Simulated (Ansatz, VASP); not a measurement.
**WC: VASP beside Ansatz**

INCAR

```
SYSTEM = WC
PREC = Accurate ; ENCUT = 600
EDIFF = 1E-6 ; ISMEAR = -1
SIGMA = 0.15 ; LREAL = .False.
LASPH = .True. ; NELM = 80
ALGO = Normal ; ISIF = 3
LWAVE = .False. ; LCHARG = .False.
IBRION = 2 ; NSW = 80
EDIFFG = -0.001
```

Contents of KPOINTS:

```
Automatic mesh
0
Gamma
  15 15 12
  0 0 0
```

The input POSCAR:

```
WC
1.0
    2.8842797635      0.0000000000      0.0000000000
   -1.4421398818      2.4978595469      0.0000000000
    0.0000000000      0.0000000000      2.8121000680
W C
1 1
Direct
    0.0000000000      0.0000000000      0.0000000000
    0.6666666667      0.3333333333      0.5000000000
```

Input for Ansatz:

```yaml
crystal:
  lattice:
    - [2.8842797635, 0.0, 0.0]
    - [-1.4421398818, 2.4978595469, 0.0]
    - [0.0, 0.0, 2.812100068]
  atoms:
    - { symbol: W, position: [0.0, 0.0, 0.0] }
    - { symbol: C, position: [0.6666666667, 0.3333333333, 0.5] }
basis:
  ecutwfc: 420
kpoints:
  mp_grid: { grid: [15, 15, 12] }
hamiltonian:
  xc: lda
  pseudopotentials: { kind: paw, azcp: { folder: soft_1 } }
scf:
  occupations: { method: fermi_dirac, width: 0.15 }
output:
  forces: true
  stress: true
  eigenvalues: true
relax:
  adjacent_minimum: "off"
  f_tol: 0.001
  max_steps: 60
  cell: { stress_tol: 0.01 }
```

Alike in both runs: task relaxation of cell and atoms; functional LDA; k mesh 15 × 15 × 12; occupations fermi-dirac, width 0.15 eV; no spin polarisation.

|  | VASP | Ansatz |
| --- | --- | --- |
| version | VASP 6.6.1 | Ansatz 0.2.0 |
| potentials or method | VASP PAW LDA potentials, release 64 (W_sv, C), cutoff 600 eV | scalar-relativistic, plane waves, PAW |
| valence electrons in the cell | 18 | 18 |

|  | VASP | Ansatz | Ansatz less VASP |
| --- | --- | --- | --- |
| gap on the k mesh at the Fermi level, each at its own relaxed structure (eV) | none | none | - |
| relaxed volume (Å³/atom) | 10.19 | 10.13 | -0.058 |
| relaxed cell length with the largest relative difference (Å) | 2.817 | 2.812 | -0.0055 |

Ansatz warns that its potentials were made for another functional, while VASP's fit it. LDA's correlation is that of Perdew and Zunger in VASP and of Perdew and Wang (1992) in Ansatz. A gap of «none» marks a metal or a gap that the smearing closes.

Neither program's run includes spin-orbit coupling.
